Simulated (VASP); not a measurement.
# Si4O7 (a cell with a defect) in VASP: further runs, part 2 of 2

VASP 6.6.1. The steps go on from the part before.

## (3) Single point, PBE

INCAR reads:

```
PREC     = Accurate       # precision mode
ENCUT    = 520            # plane-wave cutoff, eV
EDIFF    = 1E-6           # SCF threshold, eV
ISMEAR   = 0              # smearing method
SIGMA    = 0.05           # smearing width, eV
LREAL    = F              # projectors in reciprocal space
LASPH    = T              # aspherical terms in the spheres
NELM     = 80             # most SCF steps
ALGO     = Normal         # electronic algorithm
ISIF     = 2              # what is computed and relaxed
LWAVE    = F              # write WAVECAR
LCHARG   = F              # write CHGCAR
GGA      = PE             # functional
NBANDS   = 40             # bands
```

KPOINTS reads:

```
regular mesh
0
Gamma
  6 6 6
```

POSCAR reads:

```
Si4O7
1.0
    0.0000000000      4.2357990674     -2.6899428419
    0.0000000000     -4.2357990674     -2.6899428419
   -4.2357990674      0.0000000000      2.6899428419
Si O
4 7
Direct
    0.2500000000      0.7500000000      0.5000000000
    0.7500000000      0.2500000000      0.5000000000
    0.0000000000      0.0000000000      1.0000000000
    0.5000000000      0.5000000000      1.0000000000
    1.0000000000      0.3069827092      0.3069827092
    0.5569827092      0.7500000000      0.8069827092
    0.0569827092      0.2500000000      0.8069827092
    0.0000000000      0.6930172908      0.6930172908
    0.4582660338      0.2412716135      0.6995376473
    0.9430172908      0.7500000000      0.1930172908
    0.4430172908      0.2500000000      0.1930172908
```

Potentials or basis: VASP PAW PBE potentials, release 64 (Si, O).

Run with:

```sh
$ cat potpaw_PBE.64/Si/POTCAR potpaw_PBE.64/O/POTCAR > POTCAR
$ mpirun -np 1 vasp_std > vasp.out
```

OUTCAR:

```text
PREC = Accurate
   ENCUT = 520
   EDIFF = 1E-6
   ISMEAR = 0
   LREAL = F
   LASPH = T
   NELM = 80
   ISIF = 2
   GGA = PE

 ion  position               nearest neighbor table
   1  0.250  0.750  0.500-   5 1.77   8 1.77   6 1.84  10 1.84   9 1.99   2 2.69   2 2.69
   2  0.750  0.250  0.500-   5 1.77   8 1.77   7 1.84  11 1.84   9 1.99   1 2.69   1 2.69
   3  0.000  0.000  0.000-   6 1.77   7 1.77  10 1.77  11 1.77   5 1.84   8 1.84   4 2.69   4 2.69

   4  0.500  0.500  0.000-   9 1.57   7 1.77   6 1.77  10 1.77  11 1.77   3 2.69   3 2.69
   5  0.000  0.307  0.307-   1 1.77   2 1.77   3 1.84
   6  0.557  0.750  0.807-   3 1.77   4 1.77   1 1.84
   7  0.057  0.250  0.807-   3 1.77   4 1.77   2 1.84
   8  0.000  0.693  0.693-   1 1.77   2 1.77   3 1.84
   9  0.458  0.241  0.700-   4 1.57   2 1.99   1 1.99
  10  0.943  0.750  0.193-   3 1.77   4 1.77   1 1.84
  11  0.443  0.250  0.193-   3 1.77   4 1.77   2 1.84

  LATTYP: Found a body centered tetragonal cell.
 ALAT       =     5.9903244886
 C/A-ratio  =     0.8980958701

  Lattice vectors:

[... 208 lines left out ...]
      3     -12.0470      2.00000
      4     -11.7536      2.00000
      5     -11.4661      2.00000
      6     -11.1846      2.00000
[... 1021 lines left out ...]
     39      18.1352      0.00000
     40      18.6852      0.00000

 [... further k-points ...]

------------------------ aborting loop because EDIFF is reached ----------------------------------------

  FORCE on cell =-STRESS in cart. coord.  units (eV):
  Direction    XX          YY          ZZ          XY          YZ          ZX
  --------------------------------------------------------------------------------------
  -------------------------------------------------------------------------------------
  Total        4.4761259      2.0749041     -1.6687564      2.3433544      0.0000000      0.0000000
  in kB       74.2966317     34.4401365    -27.6987246     38.8959884      0.0000000      0.0000000
  external PRESSURE =      27.0126812 kB  Pullay stress =       0.0000000 kB

 VOLUME and BASIS-vectors are now :
 -----------------------------------------------------------------------------
  energy-cutoff  :      520.00
  volume of cell :       96.53
      direct lattice vectors                 reciprocal lattice vectors
     0.000000000  4.235799067 -2.689942842    -0.118041482  0.118041482 -0.185877556
     0.000000000 -4.235799067 -2.689942842    -0.118041482 -0.118041482 -0.185877556
    -4.235799067  0.000000000  2.689942842    -0.236082964  0.000000000  0.000000000

 POSITION                                       TOTAL-FORCE (eV/Angst)
 -----------------------------------------------------------------------------------
     -2.11790     -2.11790     -1.34497        -0.405740     -0.705823     -1.695372
     -2.11790      2.11790     -1.34497        -0.405740     -0.705823      1.695372
      0.00000      0.00000      0.00000        -0.069642     -0.167996      0.000000
      0.00000      0.00000     -2.68994        -1.776101     -1.226576     -0.000000
     -1.30032     -1.30032      0.00000         0.296792      0.081095      0.000000
     -3.41822     -0.81758     -1.34497        -0.596278     -1.866467     -1.306516
     -3.41822     -0.81758      1.34497        -0.596278     -1.866467      1.306516
     -2.93548     -2.93548      0.00000        -0.077747     -0.034639      0.000000
     -2.96310      0.91914      0.00000         4.351761      7.003701     -0.000000
     -0.81758      0.81758     -4.03491        -0.360513     -0.255502     -0.044683
     -0.81758      0.81758     -1.34497        -0.360513     -0.255502      0.044683
 -----------------------------------------------------------------------------------
    total drift:                               -0.000005      0.000402      0.000001

  FREE ENERGIE OF THE ION-ELECTRON SYSTEM (eV)
  ---------------------------------------------------
  free  energy   TOTEN  =       -80.1224137969 eV

  energy  without entropy=      -80.1224137969  energy(sigma->0) =      -80.12241380
```

Wall time 2.7 min (1 thread of Intel Xeon Platinum 8488C (Sapphire Rapids), shared host); peak memory 0.34 GiB.

What came out:

```
Free energy            : -80.1224 eV
Pressure               : 2.7 GPa
Largest force          : 8.246 eV/Å
Band gap on the k mesh : 1.98 eV
```

Forces on the atoms (eV/Å):
```
Si  -0.406 -0.706 -1.695
Si  -0.406 -0.706  1.695
Si  -0.070 -0.168  0.000
Si  -1.776 -1.227  0.000
O    0.297  0.081  0.000
O   -0.596 -1.866 -1.307
O   -0.596 -1.866  1.307
O   -0.078 -0.035  0.000
O    4.352  7.004  0.000
O   -0.361 -0.256 -0.045
O   -0.361 -0.256  0.045
```

Stress tensor (GPa, compression positive):
```
 7.43  3.89  0.00
 3.89  3.44  0.00
 0.00  0.00 -2.77
```

Caveat: the cell differs from its parent crystal (atoms taken out, atom 9 moved -0.125 of the way to it and -0.250 Å across, host rigid).

## (4) Single point, PBE

INCAR reads:

```
SYSTEM = Si4O7
PREC     = Accurate       ! precision mode
ENCUT    = 520            ! plane-wave cutoff, eV
EDIFF    = 1E-6           ! SCF threshold, eV
ISMEAR   = 0              ! smearing method
SIGMA    = 0.05           ! smearing width, eV
LREAL    = .FALSE.        ! projectors in reciprocal space
LASPH    = .TRUE.         ! aspherical terms in the spheres
NELM     = 80             ! most SCF steps
ALGO     = Normal         ! electronic algorithm
ISIF     = 2              ! what is computed and relaxed
LWAVE    = .FALSE.        ! write WAVECAR
LCHARG   = .FALSE.        ! write CHGCAR
GGA      = PE             ! functional
NBANDS   = 40             ! bands
```

KPOINTS reads:

```
regular mesh
0
G
  6 6 6
  0 0 0
```

Edit POSCAR of step 3 so:

```diff
@@ -16,3 +16,3 @@
     0.0000000000      0.6930172908      0.6930172908
-    0.4582660338      0.2412716135      0.6995376473
+    0.4165320675      0.1447629681      0.5612950356
     0.9430172908      0.7500000000      0.1930172908
```

Run with:

```sh
$ cat potpaw_PBE.64/Si/POTCAR potpaw_PBE.64/O/POTCAR > POTCAR
$ mpirun -np 1 vasp_std > vasp.out
```

Wall time 2.5 min (1 thread of Intel Xeon Platinum 8488C (Sapphire Rapids), shared host); peak memory 0.34 GiB.

Results (log left out):

```yaml
Free_energy: -78.9755 eV
Pressure: 5.7 GPa
Largest_force: 7.976 eV/Å
Band_gap_on_the_k_mesh: 1.54 eV
```

Forces on the atoms (eV/Å):
```
Si   1.719  1.465  0.035
Si   1.719  1.465 -0.035
Si  -0.343  0.006  0.000
Si  -1.382 -1.519  0.000
O    0.294  0.027  0.000
O    0.381 -0.611 -0.653
O    0.381 -0.611  0.653
O   -0.154 -0.094  0.000
O   -7.976 -0.043  0.000
O    2.681 -0.042  2.056
O    2.681 -0.042 -2.056
```

Stress tensor (GPa, compression positive):
```
 6.94 -2.69  0.00
-2.69  1.95  0.00
 0.00  0.00  8.19
```

Levels at points of the mesh, in eV from the valence-band top:
```csv
k point,band 26,band 27,band 28,band 29,band 30,band 31,band 32,band 33
"(0.00, 0.00, 0.00)",-4.11,-3.53,-3.04,-2.28,2.59,3.56,3.58,3.65
"(0.50, 0.00, 0.00)",-4.35,-3.85,-3.61,-0.26,2.46,3.62,3.82,4.83
"(0.50, 0.00, 0.50)",-3.94,-3.76,-3.51,-0.39,1.54,3.44,4.52,5.62
"(0.50, 0.50, 0.00)",-4.34,-4.08,-3.58,-0.93,2.26,4.20,4.57,4.90
"(0.00, 0.00, 0.50)",-4.29,-4.25,-4.04,-0.63,2.15,4.05,4.34,5.20
"(0.50, 0.50, 0.50)",-5.03,-4.98,-4.44,-0.01,2.26,3.40,3.95,5.13
```

Caveat: the cell differs from its parent crystal (atoms taken out, atom 9 moved 0.125 of the way to it and -0.500 Å across, host rigid).

## (5) Summary

```csv
cell,gap on the mesh (eV),pressure (GPa),largest force (eV/Å)
"as given, atomic positions A",1.51,5.2,6.71
"as given, atomic positions B",1.98,2.7,8.25
"as given, atomic positions C",1.54,5.7,7.98
```

Alike in all rows: task single point; level PBE; potentials or basis VASP PAW PBE potentials, release 64 (Si, O); no spin polarisation; k mesh 6 × 6 × 6; cutoff (eV) 520; smearing gaussian 0.05 eV.

Absolute energies hang on the potentials; compare differences alone.
